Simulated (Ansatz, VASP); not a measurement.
# MgO: VASP beside Ansatz

```
Mg O
1.0
     2.93802    0.00000    0.00000
    -1.46901    2.54440    0.00000
     0.00000    0.00000    2.67968
Mg O
1 1
Direct
  0.00000 0.00000 0.00000
  0.33333 0.66667 0.50000
```

Alike in both runs: task relaxation of cell and atoms; functional PBEsol-based screened hybrid; k mesh 5 × 5 × 5; occupations fermi-dirac, width 0.05 eV; no spin polarisation.

```csv
,VASP,Ansatz
version,VASP 6.6.1,Ansatz 0.2.0
potentials or method,"VASP PAW PBE potentials, release 64 (Mg, O)",Ansatz PAW
plane-wave cutoff (eV),600,420
valence electrons in the cell,8,16
```

```csv
,VASP,Ansatz,Ansatz less VASP
"gap on the k mesh at the Fermi level, each at its own relaxed structure (eV)",5.06,5.05,-0.003
relaxed volume (Å³/atom),9.42,9.45,+0.029
relaxed cell length with the largest relative difference (Å),2.877,2.880,+0.0031
```

VASP's potentials were made for PBE, not for PBEsol-based screened hybrid. VASP's potentials hold 8 valence electrons a cell and Ansatz's 16, so a difference there can come from the potentials and not from the codes.

The k mesh is coarse, so the values compare programs but aren't converged. Noted on Ansatz's run: odd divisions of the mesh miss points on the zone boundary, where band edges often lie, so the gap on the mesh can be too wide; the plane-wave basis is chosen anew once the cell has moved, so the energies of steps on either side of that aren't comparable.
